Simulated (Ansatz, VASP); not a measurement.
## GaN in VASP and in Ansatz

```
CELL_PARAMETERS angstrom
3.29507 0.00000 0.00000
-1.64754 2.85361 0.00000
0.00000 0.00000 4.77263
ATOMIC_POSITIONS crystal
Ga 0.33333 0.66667 0.25000
Ga 0.66667 0.33333 0.75000
N 0.33333 0.66667 0.75000
N 0.66667 0.33333 0.25000
```

Alike in both runs: functional r2SCAN; k mesh 12 × 12 × 4; occupations gaussian, width 0.1 eV; no spin polarisation.

Ansatz relaxed the structure, and its values are those at the end. VASP's run is a single point on that final structure, the one shown.

|  | VASP | Ansatz |
| --- | --- | --- |
| version | VASP 6.6.1 | Ansatz 0.2.0 |
| potentials or method | VASP PAW PBE potentials, release 64 (Ga_d, N), cutoff 520 eV | scalar-relativistic, plane waves, PAW |
| valence electrons in the cell | 36 | 36 |

```csv
,VASP,Ansatz,Ansatz less VASP
gap on the k mesh at the Fermi level (eV),1.88,1.87,-0.009
least direct gap on the mesh (eV),1.88,1.87,-0.009
pressure (GPa),1.2,0.3,-0.95
```

VASP's potentials were made for PBE, not for r2SCAN.
